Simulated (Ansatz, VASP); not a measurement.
## Two plane-wave programs on LiF

```xyz
2
Lattice="0.0000 2.1147 2.0140 2.0140 0.0000 2.0140 2.0140 2.1147 0.0000" Properties=species:S:1:pos:R:3 pbc="T T T"
Li    0.0000    0.0000    0.0000
F     2.0140    2.1147    2.0140
```

Change from the starting cell: strain +0.0500 x Voigt [0, 1, 0, 0, 0, 0], atoms carried along.

Alike in both runs: task single point; functional r2SCAN; k mesh 10 × 10 × 10; occupations gaussian, width 0.05 eV; no spin polarisation.

```csv
,VASP,Ansatz
version,VASP 6.6.1,Ansatz 0.2.0
potentials or method,"VASP PAW PBE potentials, release 64 (Li_sv, F), cutoff 520 eV","scalar-relativistic, plane waves, PAW"
valence electrons in the cell,10,10
```

Ansatz gave:

| Item | Value |
| --- | --- |
| gap on the k mesh at the Fermi level (eV) | 9.55 |
| least direct gap on the mesh (eV) | 9.55 |

**Question.** What did VASP give for the same quantities?

**Answer.** gap on the k mesh at the Fermi level (eV): 9.74; least direct gap on the mesh (eV): 9.74.

VASP's potentials were made for PBE, not for r2SCAN.

Noted on VASP's run: the cutoff is short for stress, so the pressure is rough.
